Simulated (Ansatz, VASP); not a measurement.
## TiO2: VASP beside Ansatz

Contents of INCAR:

```
SYSTEM = TiO2
ALGO = Normal ; EDIFF = 1E-6
ENCUT = 520 ; GGA = PE
ISIF = 2 ; ISMEAR = 0
LASPH = .TRUE. ; LCHARG = .TRUE.
LELF = .TRUE. ; LREAL = .FALSE.
LVHAR = .TRUE. ; LWAVE = .FALSE.
NBANDS = 33 ; NELM = 80
PREC = Accurate ; SIGMA = 0.05
```

The input KPOINTS:

```
k-points
0
G
  8 8 10
  0 0 0
```

Contents of POSCAR:

```
TiO2
1.0
    4.6554932356      0.0000000000      0.0000000000
    0.0000000000      4.6554932356      0.0000000000
    0.0000000000      0.0000000000      2.6340780727
Ti O
2 4
Direct
    0.0000000000      0.0000000000      0.0000000000
    0.5000000000      0.5000000000      0.5000000000
    0.3050970583      0.3050970583      0.0000000000
    0.1949029417      0.8050970583      0.5000000000
    0.6949029417      0.6949029417      0.0000000000
    0.8050970583      0.1949029417      0.5000000000
```

Input for Ansatz:

```yaml
crystal:
  lattice:
    - [4.6554932356, 0.0, 0.0]
    - [0.0, 4.6554932356, 0.0]
    - [0.0, 0.0, 2.6340780727]
  atoms:
    - { symbol: Ti, position: [0.0, 0.0, 0.0] }
    - { symbol: Ti, position: [0.5, 0.5, 0.5] }
    - { symbol: O, position: [0.3050970583, 0.3050970583, 0.0] }
    - { symbol: O, position: [0.1949029417, 0.8050970583, 0.5] }
    - { symbol: O, position: [0.6949029417, 0.6949029417, 0.0] }
    - { symbol: O, position: [0.8050970583, 0.1949029417, 0.5] }
basis:
  ecutwfc: 520.0
kpoints:
  mp_grid: { grid: [8, 8, 10] }
hamiltonian:
  xc: pbe
  pseudopotentials: { kind: paw, azcp: { folder: soft_1 } }
scf:
  occupations: { method: gaussian, width: 0.05 }
output:
  forces: true
  stress: true
  eigenvalues: true
```

Alike in both runs: task single point; functional PBE; k mesh 8 × 8 × 10; occupations gaussian, width 0.05 eV; no spin polarisation.

|  | VASP | Ansatz |
| --- | --- | --- |
| version | VASP 6.6.1 | Ansatz 0.2.0 |
| potentials or method | VASP PAW PBE potentials, release 64 (Ti_sv, O), cutoff 520 eV | scalar-relativistic, plane waves, PAW |
| valence electrons in the cell | 48 | 48 |

Ansatz gave:

```
gap on the k mesh at the Fermi level (eV) : 2.06
least direct gap on the mesh (eV)         : 2.07
rms of the force components (eV/Å)        : 0.674
```

What did VASP give for the same quantities?

gap on the k mesh at the Fermi level (eV): 2.05; least direct gap on the mesh (eV): 2.06; rms of the force components (eV/Å): 0.705.

Atom by atom the forces differ by 0.031 eV/Å (rms over components). With one functional, cell and mesh, what is left measures potentials, basis and numerics.
